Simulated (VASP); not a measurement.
# Cd3I (P4/mmm) in VASP: notebook

The runs below take Cd3I through single point, with PBE.

All numbers are computed with VASP 6.6.1; they aren't measurements. Logs are shortened: lines on timing, memory, paths and dates and some standing lists are left out, and cuts for length are marked.

### Step 1. The cell of the first run

The structure is tetragonal, space group P4/mmm (No. 123). The conventional cell has a = 5.446 Å, b = 5.446 Å, c = 4.032 Å, α = 90.00°, β = 90.00°, γ = 90.00°. Cd (site symmetry mmm) has 10 Cd at 3.39 to 4.03 Å and 4 I at 3.39 Å within 4.5 Å. Cd (site symmetry 4/mmm) has 10 Cd at 3.39 to 4.03 Å and 4 I at 3.85 Å within 4.5 Å. I (site symmetry 4/mmm) has 12 Cd at 3.39 to 3.85 Å and 2 I at 4.03 Å within 4.5 Å.

### Step 2. Single point, PBE

Contents of INCAR:

```
ALGO = Normal
EDIFF = 1E-6
ENCUT = 520
GGA = PE
ISIF = 2
ISMEAR = 0
LASPH = True
LCHARG = True
LELF = True
LREAL = False
LVHAR = True
LWAVE = False
NBANDS = 30
NELM = 100
PREC = Accurate
SIGMA = 0.1
```

Contents of KPOINTS:

```
k-points
0
Gamma
  8 8 12
```

Contents of POSCAR:

```
Cd3I
1.0
    5.4460462549      0.0000000000      0.0000000000
    0.0000000000      5.4460462549      0.0000000000
    0.0000000000      0.0000000000      4.0324720738
Cd I
3 1
Direct
    0.0000000000      0.5000000000      0.5000000000
    0.5000000000      0.0000000000      0.5000000000
    0.5000000000      0.5000000000      0.0000000000
    0.0000000000      0.0000000000      0.0000000000
```

Potentials or basis: VASP PAW PBE potentials, release 64 (Cd, I).

Run with:

```sh
cat potpaw_PBE.64/Cd/POTCAR potpaw_PBE.64/I/POTCAR > POTCAR
mpirun -np 1 vasp_std > vasp.out
```

OUTCAR:

```text
EDIFF = 1E-6
   ENCUT = 520
   GGA = PE
   ISIF = 2
   ISMEAR = 0
   LASPH = True
   LREAL = False
   NELM = 100
   PREC = Accurate

 ion  position               nearest neighbor table
   1  0.000  0.500  0.500-   3 3.39   4 3.39   3 3.39   4 3.39   4 3.39   4 3.39   3 3.39   3 3.39

   2  0.500  0.000  0.500-   3 3.39   4 3.39   3 3.39   4 3.39   3 3.39   3 3.39   4 3.39   4 3.39

   3  0.500  0.500  0.000-   1 3.39   2 3.39   1 3.39   2 3.39   2 3.39   2 3.39   1 3.39   1 3.39

   4  0.000  0.000  0.000-   1 3.39   2 3.39   1 3.39   2 3.39   1 3.39   1 3.39   2 3.39   2 3.39

  LATTYP: Found a simple tetragonal cell.
 ALAT       =     5.4460462549
 C/A-ratio  =     0.7404402910

  Lattice vectors:

 A1 = (   5.4460462549,   0.0000000000,   0.0000000000)
 A2 = (   0.0000000000,   5.4460462549,   0.0000000000)
 A3 = (   0.0000000000,   0.0000000000,   4.0324720738)

Analysis of symmetry for initial positions (statically):
=====================================================================
 Subroutine PRICEL returns:
 Original cell was already a primitive cell.

 Routine SETGRP: Setting up the symmetry group for a
 simple tetragonal supercell.

 Subroutine GETGRP returns: Found 16 space group operations
 (whereof 16 operations were pure point group operations)
 out of a pool of 16 trial point group operations.

The static configuration has the point symmetry D_4h.

Analysis of symmetry for dynamics (positions and initial velocities):
=====================================================================
 Subroutine PRICEL returns:
 Original cell was already a primitive cell.

 Routine SETGRP: Setting up the symmetry group for a
 simple tetragonal supercell.

 Subroutine GETGRP returns: Found 16 space group operations
 (whereof 16 operations were pure point group operations)
 out of a pool of 16 trial point group operations.

The dynamic configuration has the point symmetry D_4h.

 Subroutine INISYM returns: Found 16 space group operations
 (whereof 16 operations are pure point group operations),
 and found     1 'primitive' translations

----------------------------------------------------------------------------------------

                                     Primitive cell

  volume of cell :     119.6008

  direct lattice vectors                    reciprocal lattice vectors
     5.446046255  0.000000000  0.000000000     0.183619447  0.000000000  0.000000000
     0.000000000  5.446046255  0.000000000     0.000000000  0.183619447  0.000000000
     0.000000000  0.000000000  4.032472074     0.000000000  0.000000000  0.247986838

  length of vectors
     5.446046255  5.446046255  4.032472074     0.183619447  0.183619447  0.247986838

  position of ions in fractional coordinates (direct lattice)
     0.000000000  0.500000000  0.500000000
     0.500000000  0.000000000  0.500000000
     0.500000000  0.500000000  0.000000000
     0.000000000  0.000000000  0.000000000

  ion indices of the primitive-cell ions
   primitive index   ion index
                 1           1
                 2           2
                 3           3
                 4           4

----------------------------------------------------------------------------------------

 KPOINTS: k-points

Automatic generation of k-mesh.
 Grid dimensions read from file:
 generate k-points for:    8    8   12

 Generating k-lattice:

  Cartesian coordinates                     Fractional coordinates (reciprocal lattice)
     0.022952431  0.000000000  0.000000000     0.125000000  0.000000000  0.000000000
     0.000000000  0.022952431  0.000000000     0.000000000  0.125000000  0.000000000
     0.000000000  0.000000000  0.020665570     0.000000000  0.000000000  0.083333333

  Length of vectors
     0.022952431  0.022952431  0.020665570

  Shift w.r.t. Gamma in fractional coordinates (k-lattice)
     0.000000000  0.000000000  0.000000000

 Subroutine IBZKPT returns following result:
 ===========================================

 Found    105 irreducible k-points:

 Following reciprocal coordinates:
            Coordinates               Weight
  0.000000  0.000000  0.000000      1.000000
  0.125000  0.000000  0.000000      4.000000
  0.250000  0.000000  0.000000      4.000000
  0.375000  0.000000  0.000000      4.000000
  0.500000  0.000000  0.000000      2.000000
  0.125000  0.125000  0.000000      4.000000
[... 16 lines left out ...]
  0.375000  0.125000  0.083333     16.000000
  0.500000  0.125000  0.083333      8.000000
 [... further k-points ...]
   k-points           NKPTS =    105   k-points in BZ     NKDIM =    105   number of bands    NBANDS=     30
   number of dos      NEDOS =    301   number of ions     NIONS =      4
   total plane-waves  NPLWV =  52920
   dimension x,y,z NGX =    42 NGY =   42 NGZ =   30
   dimension x,y,z NGXF=    84 NGYF=   84 NGZF=   60
   ions per type =               3   1
   NGX,Y,Z   is equivalent  to a cutoff of  12.82, 12.82, 12.37 a.u.
   NGXF,Y,Z  is equivalent  to a cutoff of  25.64, 25.64, 24.74 a.u.
 SYSTEM =  unknown system
   PREC   = accura    normal or accurate (medium, high low for compatibility)
   ISTART =      0    job   : 0-new  1-cont  2-samecut
   ICHARG =      2    charge: 1-file 2-atom 10-const
   ISPIN  =      1    spin polarized calculation?
   LNONCOLLINEAR =      F non collinear calculations
   LSORBIT =      F    spin-orbit coupling
   LASPH  =      T    aspherical Exc in radial PAW
   ENCUT  =  520.0 eV  38.22 Ry    6.18 a.u.  10.13 10.13  7.50*2*pi/ulx,y,z
   NELM   =    100;   NELMIN=  2; NELMDL= -5     # of ELM steps
   EDIFF  = 0.1E-05   stopping-criterion for ELM
   LREAL  =      F    real-space projection
   EDIFFG = 0.1E-04   stopping-criterion for IOM
   NSW    =      0    number of steps for IOM
   IBRION =     -1    ionic relax: 0-MD 1-quasi-New 2-CG
   NFREE  =      0    steps in history (QN), initial steepest desc. (CG)
   ISIF   =      2    stress and relaxation
   ISYM   =      2    0-nonsym 1-usesym 2-fastsym
   POTIM  = 0.5000    time-step for ionic-motion
   TEBEG  =    0.0;   TEEND  =   0.0 temperature during run
   PSTRESS=    0.0 pullay stress
   NELECT =      43.0000    total number of electrons
   NUPDOWN=      -1.0000    fix difference up-down
   EMIN   =  10.00;   EMAX   =-10.00  energy-range for DOS
   EFERMI =   0.00;   METHOD = LEGACY
   ISMEAR =     0;   SIGMA  =   0.10  broadening in eV -4-tet -1-fermi 0-gaus
   EFERMI_NEDOS =   21; number of points for ismear=-14 and -15
   IALGO  =     38    algorithm
   IMIX   =      4    mixing-type and parameters
     AMIX     =   0.40;   BMIX     =  1.00
     AMIX_MAG =   1.60;   BMIX_MAG =  1.00
  volume/ion in A,a.u.               =      29.90       201.78
  Fermi-wavevector in a.u.,A,eV,Ry     =   1.164089  2.199810 18.437309  1.355104
  Thomas-Fermi vector in A             =   2.300631
   LORBIT       =      0    0 simple, 1 ext, 2 COOP (PROOUT), +10 PAW based schemes
   GGA     = PE    functional components
   LHFCALC =     F    Hartree Fock is set to
   AEXX    =    0.0000 exact exchange contribution
   IVDW    =     0    specifies the selected vdW correction
   LEPSILON=     F    determine dielectric tensor
   LRPA    =     F    only Hartree local field effects (RPA)
 non-spin polarized calculation
 Gauss-broadening in eV      SIGMA  =   0.10
  energy-cutoff  :      520.00
  volume of cell :      119.60
 maximum number of plane-waves:      3252
 NGX is ok and might be reduce to    42
   NGX = 21   NGY = 21   NGZ = 15

 number of electron      42.9999995 magnetization

 Free energy of the ion-electron system (eV)
  ---------------------------------------------------
  ext. energy  EPLUGINS =         0.00000000
  ---------------------------------------------------
  free energy    TOTEN  =        -3.45560465 eV

  energy without entropy =       -3.44661892  energy(sigma->0) =       -3.45111179

 E-fermi :   2.3836     XC(G=0):  -9.4829

 val. band max:        2.3780582924   @ k =   0.3750   0.0000   0.4167
 cond. band min:       2.3910553845   @ k =   0.5000   0.3750   0.1667
 fundamental gap:      0.0129970921
 Fermi energy:         2.3836361570

 k-point     1 :       0.0000    0.0000    0.0000
  band No.  band energies     occupation
      1     -10.8685      2.00000
      2      -6.1134      2.00000
      3      -6.0920      2.00000
      4      -6.0920      2.00000
      5      -6.0579      2.00000
      6      -6.0502      2.00000
[... 22 lines left out ...]
     29       8.9191      0.00000
     30       9.6212      0.00000

 k-point     2 :       0.1250    0.0000    0.0000
  band No.  band energies     occupation
      1     -10.8584      2.00000
      2      -6.1034      2.00000
      3      -6.0903      2.00000
      4      -6.0707      2.00000
      5      -6.0496      2.00000
      6      -6.0408      2.00000
[... 22 lines left out ...]
     29       9.3353      0.00000
     30       9.3357      0.00000

 k-point     3 :       0.2500    0.0000    0.0000
  band No.  band energies     occupation
      1     -10.8336      2.00000
      2      -6.0862      2.00000
      3      -6.0802      2.00000
      4      -6.0287      2.00000
      5      -6.0149      2.00000
      6      -6.0097      2.00000
[... 22 lines left out ...]
     29       9.5408      0.00000
     30      10.2668      0.00000

 k-point     4 :       0.3750    0.0000    0.0000
  band No.  band energies     occupation
      1     -10.8082      2.00000
      2      -6.0819      2.00000
      3      -6.0611      2.00000
      4      -6.0041      2.00000
      5      -5.9810      2.00000
      6      -5.9204      2.00000
[... 22 lines left out ...]
     29       9.2642      0.00000
     30      10.7214      0.00000

 k-point     5 :       0.5000    0.0000    0.0000
  band No.  band energies     occupation
      1     -10.7976      2.00000
      2      -6.0802      2.00000
      3      -6.0553      2.00000
      4      -5.9921      2.00000
      5      -5.9626      2.00000
      6      -5.8527      2.00000
[... 22 lines left out ...]
     29       9.2018      0.00000
     30      10.9143      0.00000
[... 526 lines left out ...]
     29       9.4130      0.00000
     30       9.8829      0.00000

 k-point    22 :       0.2500    0.1250    0.0833
  band No.  band energies     occupation
      1     -10.8035      2.00000
      2      -6.0687      2.00000
      3      -6.0565      2.00000
      4      -6.0323      2.00000
      5      -5.9996      2.00000
      6      -5.9837      2.00000
[... 22 lines left out ...]
     29       9.4299      0.00000
     30      10.2171      0.00000

 k-point    23 :       0.3750    0.1250    0.0833
  band No.  band energies     occupation
      1     -10.7802      2.00000
      2      -6.0630      2.00000
      3      -6.0346      2.00000
      4      -5.9919      2.00000
      5      -5.9700      2.00000
      6      -5.9226      2.00000
[... 22 lines left out ...]
     29       9.3776      0.00000
     30       9.9997      0.00000

 k-point    24 :       0.5000    0.1250    0.0833
  band No.  band energies     occupation
      1     -10.7704      2.00000
      2      -6.0606      2.00000
      3      -6.0265      2.00000
      4      -5.9743      2.00000
      5      -5.9550      2.00000
      6      -5.8706      2.00000
[... 22 lines left out ...]
     29       9.1412      0.00000
     30       9.7381      0.00000

 [... further k-points ...]
[... 5 lines left out ...]
  --------------------------------------------------------------------------------------
  -------------------------------------------------------------------------------------
  Total        0.0809490      0.0809490      0.0588245      0.0000000     -0.0000000     -0.0000000
  in kB        1.0843966      1.0843966      0.7880151      0.0000000     -0.0000000     -0.0000000
  external PRESSURE =       0.9856027 kB  Pullay stress =       0.0000000 kB

 VOLUME and BASIS-vectors are now :
 -----------------------------------------------------------------------------
  energy-cutoff  :      520.00
  volume of cell :      119.60
      direct lattice vectors                 reciprocal lattice vectors
     5.446046255  0.000000000  0.000000000     0.183619447  0.000000000  0.000000000
     0.000000000  5.446046255  0.000000000     0.000000000  0.183619447  0.000000000
     0.000000000  0.000000000  4.032472074     0.000000000  0.000000000  0.247986838

 POSITION                                       TOTAL-FORCE (eV/Angst)
 -----------------------------------------------------------------------------------
      0.00000      2.72302      2.01624         0.000000      0.000000      0.000000
      2.72302      0.00000      2.01624         0.000000      0.000000      0.000000
      2.72302      2.72302      0.00000         0.000000      0.000000      0.000000
      0.00000      0.00000      0.00000         0.000000      0.000000      0.000000
 -----------------------------------------------------------------------------------
    total drift:                                0.000000     -0.000000      0.000000

  FREE ENERGIE OF THE ION-ELECTRON SYSTEM (eV)
  ---------------------------------------------------
  free  energy   TOTEN  =        -3.4556046537 eV

  energy  without entropy=       -3.4466189202  energy(sigma->0) =       -3.45111179
```

Wall time 1.7 min (1 thread of Intel Xeon 6975P-C (Granite Rapids), shared host); peak memory 0.44 GiB.

What came out:

| Property | Result |
| --- | --- |
| Free energy | -3.4556 eV |
| Pressure | 0.1 GPa |
| Band gap on the k mesh | zero (an odd number of electrons rules out a gap without spin polarisation) |

Levels at points of the mesh, in eV from the Fermi level:
```
           k point  band 18  band 19  band 20  band 21  band 22  band 23  band 24  band 25
(0.00, 0.00, 0.00)    -3.75    -3.75    -2.06    -1.28     1.58     1.60     1.60     4.39
(0.50, 0.00, 0.00)    -3.39    -2.88    -1.81    -1.51     0.56     1.60     3.40     4.04
(0.50, 0.50, 0.00)    -5.06    -3.89    -1.60     0.57     0.57     2.07     5.26     5.26
(0.00, 0.00, 0.50)    -2.59    -2.59    -2.50    -0.87     0.29     1.63     1.63     1.79
(0.50, 0.00, 0.50)    -4.08    -2.80    -2.46    -0.37     0.24     0.30     2.52     2.63
(0.50, 0.50, 0.50)    -3.75    -3.75    -1.58    -1.58    -1.37    -0.93     2.83     2.83
```

Caveat: spin-orbit coupling is left out, which moves the levels of the heavy elements; an odd number of electrons without spin polarisation forces a metal; a magnetic or distorted state may lie lower.

### Step 3. Single point, PBE

Contents of INCAR:

```
  ALGO = Normal
  EDIFF = 1E-6
  ENCUT = 520
  GGA = PE
  ISIF = 2
  ISMEAR = 0
  LASPH = True
  LCHARG = True
  LELF = True
  LREAL = False
  LVHAR = True
  LWAVE = False
  NBANDS = 30
  NELM = 60
  PREC = Accurate
  SIGMA = 0.1
```

Contents of KPOINTS:

```
k-points
0
Gamma
  10 10 10
```

Contents of POSCAR:

```
Cd3I
1.0
    5.4937513887      0.0000000000      0.0000000000
    0.0000000000      5.4937513887      0.0000000000
    0.0000000000      0.0000000000      3.9636213872
Cd I
3 1
Direct
    0.0000000000      0.5000000000      0.5000000000
    0.5000000000      0.0000000000      0.5000000000
    0.5000000000      0.5000000000      0.0000000000
    0.0000000000      0.0000000000      0.0000000000
```

Potentials or basis: VASP PAW PBE potentials, release 64 (Cd, I).

Run with:

```sh
cat potpaw_PBE.64/Cd/POTCAR potpaw_PBE.64/I/POTCAR > POTCAR
mpirun -np 1 vasp_std > vasp.out
```

Run time: 2 min. Hardware: 1 thread of Intel Xeon 6975P-C (Granite Rapids), shared host; peak memory 0.49 GiB.

The run converged. Its results:

- Free energy: -3.4586 eV
- Pressure: 0.1 GPa
- Band gap on the k mesh: zero (an odd number of electrons rules out a gap without spin polarisation)

Levels at points of the mesh, in eV from the Fermi level:
| k point | band 17 | band 18 | band 19 | band 20 | band 21 | band 22 | band 23 | band 24 | band 25 | band 26 |
| --- | --- | --- | --- | --- | --- | --- | --- | --- | --- | --- |
| (0.00, 0.00, 0.00) | -4.93 | -3.79 | -3.79 | -1.90 | -1.41 | 1.48 | 1.48 | 1.59 | 4.62 | 5.56 |
| (0.50, 0.00, 0.00) | -5.95 | -3.43 | -2.95 | -1.67 | -1.62 | 0.46 | 1.55 | 3.43 | 4.31 | 5.01 |
| (0.50, 0.50, 0.00) | -5.09 | -5.09 | -3.96 | -1.48 | 0.52 | 0.52 | 2.16 | 5.26 | 5.51 | 5.51 |
| (0.00, 0.00, 0.50) | -5.24 | -2.57 | -2.57 | -2.47 | -0.92 | 0.27 | 1.64 | 1.64 | 1.72 | 4.43 |
| (0.50, 0.00, 0.50) | -4.70 | -4.02 | -2.74 | -2.45 | -0.41 | 0.22 | 0.27 | 2.44 | 2.60 | 3.16 |
| (0.50, 0.50, 0.50) | -4.49 | -3.72 | -3.72 | -1.54 | -1.54 | -1.34 | -0.93 | 2.72 | 2.72 | 5.57 |

Caveat: spin-orbit coupling is left out, which moves the levels of the heavy elements; an odd number of electrons without spin polarisation forces a metal; a magnetic or distorted state may lie lower.
